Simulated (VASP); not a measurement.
Input of a VASP 6.6.1 run:

The input INCAR:

```
  PREC = Accurate
  ENCUT = 520
  EDIFF = 1E-6
  ISMEAR = 0
  SIGMA = 0.015
  LREAL = F
  LASPH = T
  NELM = 100
  ALGO = Normal
  ISIF = 2
  LWAVE = F
  LCHARG = T
  GGA = PE
  LELF = T
  LVHAR = T
  NBANDS = 14
```

The input KPOINTS:

```
regular mesh
0
Gamma
  9 9 9
```

POSCAR

```
Bi
1.0
   -1.9814305318      1.9814305318      1.9814305318
    1.9814305318     -1.9814305318      1.9814305318
    1.9814305318      1.9814305318     -1.9814305318
Bi
1
Direct
    0.0000000000      0.0000000000      0.0000000000
```

Potentials or basis: VASP PAW PBE potentials, release 64 (Bi_d).

The run is started by

```console
$ cat potpaw_PBE.64/Bi_d/POTCAR > POTCAR
$ mpirun -np 1 vasp_std > vasp.out
```

Task: Estimate the pressure.

Result: 0.8 GPa.
